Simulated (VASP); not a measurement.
Set up this calculation in VASP 6.6.1, as the native input.

- Task: single point
- Functional: PBE
- Potentials or basis: VASP PAW PBE potentials, release 64 (Cs_sv, Sc_sv)
- Cutoff: 520 eV
- k mesh: 4 × 6 × 2
- Occupations: gaussian, width 0.1 eV
- Spin: no spin polarisation
- Dipole correction: no
- Further INCAR settings: ALGO = Fast; EDIFF = 1e-06; NBANDS = 28

The structure of CsSc lies in POSCAR:

```
CsSc
1.0
    5.5364734691      0.0000000000      0.0000000000
    0.0000000000      3.6430420438      0.0000000000
    0.0000000000      0.0000000000     11.1787269061
Cs Sc
2 2
Direct
    0.7500000000      0.0000000000      0.7008399692
    0.2500000000      0.0000000000      0.2991600308
    0.7500000000      0.5000000000      0.0378646072
    0.2500000000      0.5000000000      0.9621353928
```

One way to write it, as run:

INCAR

```
SYSTEM = CsSc
ALGO     = Fast           ! electronic algorithm
EDIFF    = 1E-6           ! SCF threshold, eV
ENCUT    = 520            ! plane-wave cutoff, eV
GGA      = PE             ! functional
ISIF     = 2              ! what is computed and relaxed
ISMEAR   = 0              ! smearing method
LASPH    = .TRUE.         ! aspherical terms in the spheres
LCHARG   = .FALSE.        ! write CHGCAR
LREAL    = .FALSE.        ! projectors in reciprocal space
LWAVE    = .FALSE.        ! write WAVECAR
NBANDS   = 28             ! bands
NELM     = 100            ! most SCF steps
PREC     = Accurate       ! precision mode
SIGMA    = 0.1            ! smearing width, eV
```

KPOINTS

```
k-points
0
G
  4 6 2
  0 0 0
```

Potentials or basis: VASP PAW PBE potentials, release 64 (Cs_sv, Sc_sv).

Launch:

```bash
$ cat potpaw_PBE.64/Cs_sv/POTCAR potpaw_PBE.64/Sc_sv/POTCAR > POTCAR
$ mpirun -np 1 vasp_std > vasp.out
```

It gave:

The pressure is 0.0 GPa, the largest force is 0.035 eV/Å and the band gap on the k mesh is zero (bands 20 and 21 overlap by 0.11 eV).

Caveat: spin-orbit coupling is left out, which moves the levels of the heavy elements.

Run time: 6 min on 1 thread of Oxide Virtual Turin-like Processor, on a shared host, peak memory 0.35 GiB.
